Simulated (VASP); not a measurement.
# MgO2 (R-3m) in VASP: further runs, part 2 of 2

VASP 6.6.1.

**3. Single point, r2SCAN (strain -0.025 along x and y, +0.050 along z)**

The input, POSCAR:

```
MgO2
1.0
    1.5646419906      0.9033464745      3.6686778186
   -1.5646419906      0.9033464745      3.6686778186
    0.0000000000     -1.8066929489      3.6686778186
Mg O
1 2
Direct
    0.0000000000      0.0000000000      0.0000000000
    0.4287860000      0.4287860000      0.4287860000
    0.5712140000      0.5712140000      0.5712140000
```

The input, INCAR.step1:

```
ALGO = Normal
EDIFF = 1E-4
ENCUT = 520
GGA = PE
ISMEAR = 0
LASPH = T
LCHARG = F
LREAL = F
LWAVE = T
NBANDS = 14
NELM = 60
PREC = Accurate
SIGMA = 0.05
```

The input, INCAR.step2:

```
ALGO = Normal
EDIFF = 1E-6
ENCUT = 520
ISIF = 2
ISMEAR = 0
ISTART = 1
LASPH = T
LCHARG = T
LELF = T
LMIXTAU = T
LREAL = F
LVHAR = T
LWAVE = F
METAGGA = R2SCAN
NBANDS = 14
NELM = 60
PREC = Accurate
SIGMA = 0.05
```

The input, KPOINTS:

```
k-points
0
Gamma
  12 12 12
```

Potentials or basis: VASP PAW PBE potentials, release 64 (Mg, O).

Started as:

```
cat potpaw_PBE.64/Mg/POTCAR potpaw_PBE.64/O/POTCAR > POTCAR
cp INCAR.step1 INCAR
mpirun -np 1 vasp_std > vasp.out
cp INCAR.step2 INCAR
mpirun -np 1 vasp_std > vasp.out
```

OUTCAR:

```text
EDIFF = 1E-6
   ENCUT = 520
   ISIF = 2
   ISMEAR = 0
   ISTART = 1
   LASPH = T
   LREAL = F
   METAGGA = R2SCAN
   NELM = 60
   PREC = Accurate

 ion  position               nearest neighbor table
   1  0.000  0.000  0.000-   3 2.09   3 2.09   2 2.09   2 2.09   3 2.09   2 2.09
   2  0.429  0.429  0.429-   3 1.57   1 2.09   1 2.09   1 2.09
   3  0.571  0.571  0.571-   2 1.57   1 2.09   1 2.09   1 2.09

  LATTYP: Found a trigonal (rhomboedric) cell.
 ALAT       =     4.0894176050
 COS(alpha) =     0.7072229479

  Lattice vectors:

 A1 = (   1.5646419906,   0.9033464745,   3.6686778186)
 A2 = (  -1.5646419906,   0.9033464745,   3.6686778186)
 A3 = (   0.0000000000,  -1.8066929489,   3.6686778186)

Analysis of symmetry for initial positions (statically):
=====================================================================
 Subroutine PRICEL returns:
 Original cell was already a primitive cell.

 Routine SETGRP: Setting up the symmetry group for a
 trigonal (rhombohedral) supercell.

 Subroutine GETGRP returns: Found 12 space group operations
 (whereof 12 operations were pure point group operations)
 out of a pool of 12 trial point group operations.

The static configuration has the point symmetry D_3d.

Analysis of symmetry for dynamics (positions and initial velocities):
=====================================================================
 Subroutine PRICEL returns:
 Original cell was already a primitive cell.

 Routine SETGRP: Setting up the symmetry group for a
 trigonal (rhombohedral) supercell.

 Subroutine GETGRP returns: Found 12 space group operations
 (whereof 12 operations were pure point group operations)
 out of a pool of 12 trial point group operations.

The dynamic configuration has the point symmetry D_3d.

 Subroutine INISYM returns: Found 12 space group operations
 (whereof 12 operations are pure point group operations),
 and found     1 'primitive' translations

----------------------------------------------------------------------------------------

                                     Primitive cell

  volume of cell :      31.1122

  direct lattice vectors                    reciprocal lattice vectors
     1.564641991  0.903346475  3.668677819     0.319561921  0.184499161  0.090859255
    -1.564641991  0.903346475  3.668677819    -0.319561921  0.184499161  0.090859255
     0.000000000 -1.806692949  3.668677819     0.000000000 -0.368998322  0.090859255

  length of vectors
     4.089417605  4.089417605  4.089417605     0.380019955  0.380019955  0.380019955

  position of ions in fractional coordinates (direct lattice)
     0.000000000  0.000000000  0.000000000
     0.428786000  0.428786000  0.428786000
     0.571214000  0.571214000  0.571214000

  ion indices of the primitive-cell ions
   primitive index   ion index
                 1           1
                 2           2
                 3           3

----------------------------------------------------------------------------------------

 KPOINTS: k-points

Automatic generation of k-mesh.
 Grid dimensions read from file:
 generate k-points for:   12   12   12

 Generating k-lattice:

  Cartesian coordinates                     Fractional coordinates (reciprocal lattice)
     0.026630160  0.015374930  0.007571605     0.083333333  0.000000000 -0.000000000
    -0.026630160  0.015374930  0.007571605     0.000000000  0.083333333 -0.000000000
     0.000000000 -0.030749860  0.007571605    -0.000000000 -0.000000000  0.083333333

  Length of vectors
     0.031668330  0.031668330  0.031668330

  Shift w.r.t. Gamma in fractional coordinates (k-lattice)
     0.000000000  0.000000000  0.000000000

 Subroutine IBZKPT returns following result:
 ===========================================

 Found    189 irreducible k-points:

 Following reciprocal coordinates:
            Coordinates               Weight
  0.000000  0.000000  0.000000      1.000000
  0.083333  0.000000 -0.000000      6.000000
  0.166667 -0.000000  0.000000      6.000000
  0.250000  0.000000  0.000000      6.000000
  0.333333 -0.000000 -0.000000      6.000000
  0.416667  0.000000 -0.000000      6.000000
[... 16 lines left out ...]
  0.500000  0.166667  0.000000     12.000000
 -0.416667  0.166667  0.000000     12.000000
 [... further k-points ...]
   k-points           NKPTS =    189   k-points in BZ     NKDIM =    189   number of bands    NBANDS=     14
   number of dos      NEDOS =    301   number of ions     NIONS =      3
   total plane-waves  NPLWV =  27000
   dimension x,y,z NGX =    30 NGY =   30 NGZ =   30
   dimension x,y,z NGXF=    60 NGYF=   60 NGZF=   60
   ions per type =               1   2
   NGX,Y,Z   is equivalent  to a cutoff of  12.20, 12.20, 12.20 a.u.
   NGXF,Y,Z  is equivalent  to a cutoff of  24.39, 24.39, 24.39 a.u.
 SYSTEM =  unknown system
   PREC   = accura    normal or accurate (medium, high low for compatibility)
   ISTART =      1    job   : 0-new  1-cont  2-samecut
   ICHARG =      0    charge: 1-file 2-atom 10-const
   ISPIN  =      1    spin polarized calculation?
   LNONCOLLINEAR =      F non collinear calculations
   LSORBIT =      F    spin-orbit coupling
   LASPH  =      T    aspherical Exc in radial PAW
   ENCUT  =  520.0 eV  38.22 Ry    6.18 a.u.   7.60  7.60  7.60*2*pi/ulx,y,z
   NELM   =     60;   NELMIN=  2; NELMDL=  0     # of ELM steps
   EDIFF  = 0.1E-05   stopping-criterion for ELM
   LREAL  =      F    real-space projection
[... 7 lines left out ...]
   TEBEG  =    0.0;   TEEND  =   0.0 temperature during run
   PSTRESS=    0.0 pullay stress
   NELECT =      14.0000    total number of electrons
   NUPDOWN=      -1.0000    fix difference up-down
   EMIN   =  10.00;   EMAX   =-10.00  energy-range for DOS
   EFERMI =   0.00;   METHOD = LEGACY
   ISMEAR =     0;   SIGMA  =   0.05  broadening in eV -4-tet -1-fermi 0-gaus
   EFERMI_NEDOS =   21; number of points for ismear=-14 and -15
   IALGO  =     38    algorithm
   IMIX   =      4    mixing-type and parameters
     AMIX     =   0.40;   BMIX     =  1.00
     AMIX_MAG =   1.60;   BMIX_MAG =  1.00
  volume/ion in A,a.u.               =      10.37        69.99
  Fermi-wavevector in a.u.,A,eV,Ry     =   1.254510  2.370680 21.412785  1.573795
  Thomas-Fermi vector in A             =   2.388311
   LORBIT       =      0    0 simple, 1 ext, 2 COOP (PROOUT), +10 PAW based schemes
   METAGGA = R2SCAN    functional components
   LHFCALC =     F    Hartree Fock is set to
   AEXX    =    0.0000 exact exchange contribution
   IVDW    =     0    specifies the selected vdW correction
   LEPSILON=     F    determine dielectric tensor
   LRPA    =     F    only Hartree local field effects (RPA)
 non-spin polarized calculation
 Gauss-broadening in eV      SIGMA  =   0.05
  energy-cutoff  :      520.00
  volume of cell :       31.11
 maximum number of plane-waves:       850
   NGX = 15   NGY = 15   NGZ = 15

 number of electron      14.0000001 magnetization

 Free energy of the ion-electron system (eV)
  ---------------------------------------------------
  ext. energy  EPLUGINS =         0.00000000
  ---------------------------------------------------
  free energy    TOTEN  =       -21.41435804 eV

  energy without entropy =      -21.41435804  energy(sigma->0) =      -21.41435804

 E-fermi :   2.1778     XC(G=0): -10.7984

 val. band max:        1.8795205737   @ k =   0.5000   0.5000   0.5000
 cond. band min:       3.7244082363   @ k =   0.5000   0.5000   0.5000
 fundamental gap:      1.8448876625
 Fermi energy:         2.1777987349

 k-point     1 :       0.0000    0.0000    0.0000
  band No.  band energies     occupation
      1     -19.5338      2.00000
      2     -13.8884      2.00000
      3      -5.2727      2.00000
      4      -0.8632      2.00000
      5      -0.8632      2.00000
      6       1.1716      2.00000
      7       1.1716      2.00000
      8       6.6033      0.00000
      9       7.9416      0.00000
     10      14.6518      0.00000
     11      16.4870      0.00000
     12      18.6792      0.00000
     13      18.6792      0.00000
     14      20.4243      0.00000
[... 377 lines left out ...]
      1     -18.8993      2.00000
      2     -14.0861      2.00000
      3      -4.2537      2.00000
      4      -3.3940      2.00000
      5      -1.7168      2.00000
      6       0.4225      2.00000
      7       0.5442      2.00000
      8       5.7721      0.00000
      9      12.7515      0.00000
     10      14.0006      0.00000
     11      15.7462      0.00000
     12      16.9885      0.00000
     13      17.3837      0.00000
     14      20.8919      0.00000

 [... further k-points ...]

------------------------ aborting loop because EDIFF is reached ----------------------------------------

  FORCE on cell =-STRESS in cart. coord.  units (eV):
  Direction    XX          YY          ZZ          XY          YZ          ZX
  --------------------------------------------------------------------------------------
  -------------------------------------------------------------------------------------
  Total        0.1416567      0.1416567     -5.4760377      0.0000000     -0.0000000     -0.0000000
  in kB        7.2948701      7.2948701   -281.9985369      0.0000000     -0.0000000     -0.0000000
  external PRESSURE =     -89.1362656 kB  Pullay stress =       0.0000000 kB

 VOLUME and BASIS-vectors are now :
 -----------------------------------------------------------------------------
  energy-cutoff  :      520.00
  volume of cell :       31.11
      direct lattice vectors                 reciprocal lattice vectors
     1.564641991  0.903346475  3.668677819     0.319561921  0.184499161  0.090859255
    -1.564641991  0.903346475  3.668677819    -0.319561921  0.184499161  0.090859255
     0.000000000 -1.806692949  3.668677819     0.000000000 -0.368998322  0.090859255

 POSITION                                       TOTAL-FORCE (eV/Angst)
 -----------------------------------------------------------------------------------
      0.00000      0.00000      0.00000         0.000000      0.000000      0.000000
      0.00000      0.00000      4.71923         0.000000      0.000000      1.259638
      0.00000      0.00000      6.28680         0.000000     -0.000000     -1.259638
 -----------------------------------------------------------------------------------
    total drift:                                0.000000     -0.000000      0.000000

  FREE ENERGIE OF THE ION-ELECTRON SYSTEM (eV)
  ---------------------------------------------------
  free  energy   TOTEN  =       -21.4143580440 eV

  energy  without entropy=      -21.4143580440  energy(sigma->0) =      -21.41435804
```

OUTCAR.step1:

```text
EDIFF = 1E-4
   ENCUT = 520
   GGA = PE
   ISMEAR = 0
[... 634 lines left out ...]
      0.00000      0.00000      0.00000         0.000000     -0.000000     -0.000000
      0.00000      0.00000      4.71923        -0.000000      0.000000      1.174168
      0.00000      0.00000      6.28680        -0.000000     -0.000000     -1.174168
 -----------------------------------------------------------------------------------
    total drift:                                0.000000     -0.000000      0.000000

  FREE ENERGIE OF THE ION-ELECTRON SYSTEM (eV)
  ---------------------------------------------------
  free  energy   TOTEN  =       -16.2400217716 eV

  energy  without entropy=      -16.2400217716  energy(sigma->0) =      -16.24002177
```

Run time: 9.5 min. Hardware: 1 thread of Intel Xeon 8259CL, shared host; peak memory 0.23 GiB.

Results:

| Item | Value |
| --- | --- |
| Free energy | -21.4144 eV |
| Pressure | -8.9 GPa |
| Largest force | 1.260 eV/Å |
| Band gap on the k mesh | 1.84 eV |

Forces in eV/Å, atoms in the order of the input:
```
Mg   0.000  0.000  0.000
O    0.000  0.000  1.260
O    0.000  0.000 -1.260
```

Levels at points of the mesh, in eV from the valence-band top:
```csv
k point,band 4,band 5,band 6,band 7,band 8,band 9,band 10,band 11
"(0.00, 0.00, 0.00)",-2.74,-2.74,-0.71,-0.71,4.72,6.06,12.77,14.61
"(0.50, 0.00, 0.00)",-5.64,-3.15,-1.38,-1.15,3.93,10.10,12.14,13.93
"(0.50, 0.50, 0.00)",-5.03,-3.74,-2.24,-0.24,3.19,9.60,12.81,13.46
"(0.50, 0.50, 0.50)",-3.23,-3.23,0.00,0.00,1.84,6.68,10.33,16.41
```

Caveat: the cell differs from its parent crystal (strain -0.025 along x and y, +0.050 along z); the cell stands under tension; the PAW data sets were made with another functional, which shifts forces and pressure a little.
